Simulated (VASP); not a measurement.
A run of VASP 6.6.1:

INCAR

```
PREC = Accurate
ENCUT = 520
EDIFF = 1E-6
ISMEAR = -1
SIGMA = 0.1551
LREAL = Auto
LASPH = T
NELM = 100
ALGO = Normal
ISIF = 2
LWAVE = F
LCHARG = F
GGA = PE
NBANDS = 54
```

File KPOINTS:

```
Automatic mesh
0
Gamma
  2 2 2
  0.5 0.5 0.5
```

The input POSCAR:

```
LiCl
1.0
   -4.0018602261      0.0000000000      6.4818428698
   -4.0018602261      0.0000000000     -6.4818428698
    4.0018602262     -6.9314252364      0.0000000000
Li Cl
8 8
Direct
    0.6476620841      0.7966803524      0.3807935468
    0.6293661893      0.6212371740      0.7617657004
    0.0975286253      0.1441507058      0.3082386273
    0.0359590882      0.2098750597      0.8662771068
    0.5699191515      0.3106086384      0.1517607078
    0.4419832332      0.0455896378      0.5837776304
    0.0142501428      0.6394201881      0.1809096913
    0.1679336342      0.6462346455      0.7027396003
    0.3704041920      0.8534712862      0.2815989401
    0.5358360926      1.0248916072      0.9024438390
    0.9368572351      0.4403643295      0.3419295339
    0.9001524729      0.4239309628      0.8021938938
    0.7799479469      0.8179089103      0.1526991872
    0.8804482898      0.8122815649      0.6806087982
    0.3229712845      0.3605985466      0.2163068848
    0.2496370632      0.2866962769      0.6346965956
```

Potentials or basis: VASP PAW PBE potentials, release 64 (Li_sv, Cl).

Command:

```sh
$ cat potpaw_PBE.64/Li_sv/POTCAR potpaw_PBE.64/Cl/POTCAR > POTCAR
$ mpirun -np 1 vasp_std > vasp.out
```

Hardware: 1 thread of AMD EPYC 7R43 64-Core Processor (Zen 3) (shared host).

How long does it take, and how much memory?

It took 2.4 min on 1 thread of AMD EPYC 7R43 64-Core Processor (Zen 3), with other jobs on the host, peak memory 0.42 GiB. Counts: scf iterations 16, k points 4.
